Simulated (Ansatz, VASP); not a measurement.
# ZrInS3 in VASP and in Ansatz

Contents of INCAR:

```
PREC = Accurate
ENCUT = 520
EDIFF = 1E-6
ISMEAR = 0
SIGMA = 0.1
LREAL = F
LASPH = T
NELM = 150
ALGO = Normal
ISIF = 2
LWAVE = F
LCHARG = F
ISPIN = 2
MAGMOM = 1 0 0 0 0
LORBIT = 11
LMAXMIX = 4
GGA = PE
NBANDS = 34
```

The input KPOINTS:

```
Automatic mesh
0
Gamma
  4 4 4
```

POSCAR

```
ZrInS3
1.0
    4.8886050773      0.0000000000      0.0000000000
    0.0000000000      4.8886050773      0.0000000000
    0.0000000000      0.0000000000      4.8886050773
Zr In S
1 1 3
Direct
    0.0000000000      0.0000000000      0.0000000000
    0.5000000000      0.5000000000      0.5000000000
    0.5000000000      0.5000000000      0.0000000000
    0.5000000000      0.0000000000      0.5000000000
    0.0000000000      0.5000000000      0.5000000000
```

Input for Ansatz:

```yaml
crystal:
  lattice:
    - [4.8886050773, 0.0, 0.0]
    - [0.0, 4.8886050773, 0.0]
    - [0.0, 0.0, 4.8886050773]
  atoms:
    - { symbol: Zr, position: [0.0, 0.0, 0.0], spin: 1.0 }
    - { symbol: In, position: [0.5, 0.5, 0.5] }
    - { symbol: S, position: [0.5, 0.5, 0.0] }
    - { symbol: S, position: [0.5, 0.0, 0.5] }
    - { symbol: S, position: [0.0, 0.5, 0.5] }
basis:
  ecutwfc: 420
kpoints:
  mp_grid: { grid: [4, 4, 4] }
hamiltonian:
  xc: pbe
scf:
  occupations: { method: gaussian, width: 0.1 }
  lower_state_search: "off"
output:
  forces: true
  stress: true
  eigenvalues: true
  populations: true
magnetization:
  spin_polarized: true
```

Change from the starting cell: species swapped into the Pr3AlN type (Pm-3m, No. 221).

Alike in both runs: task single point; functional PBE; k mesh 4 × 4 × 4; occupations gaussian, width 0.1 eV; collinear spin.

|  | VASP | Ansatz |
| --- | --- | --- |
| version | VASP 6.6.1 | Ansatz 0.2.0 |
| potentials or method | VASP PAW PBE potentials, release 64 (Zr_sv, In_d, S), cutoff 520 eV | scalar-relativistic, plane waves, PAW |
| valence electrons in the cell | 43 | 43 |

|  | VASP | Ansatz | Ansatz less VASP |
| --- | --- | --- | --- |
| gap on the k mesh at the Fermi level (eV) | none | none | - |
| pressure (GPa) | 0.4 | 0.4 | +0.05 |
| net moment per atom (μB) | 0.19 | 0.19 | 0.000 |
| size of the moment on the site where the two differ most (μB) | 0.89 | 1.01 | +0.124 |

Site moments also hang on the region over which each program counts them. A gap of «none» marks a metal or a gap that the smearing closes. With one functional, cell and mesh, what is left measures potentials, basis and numerics.
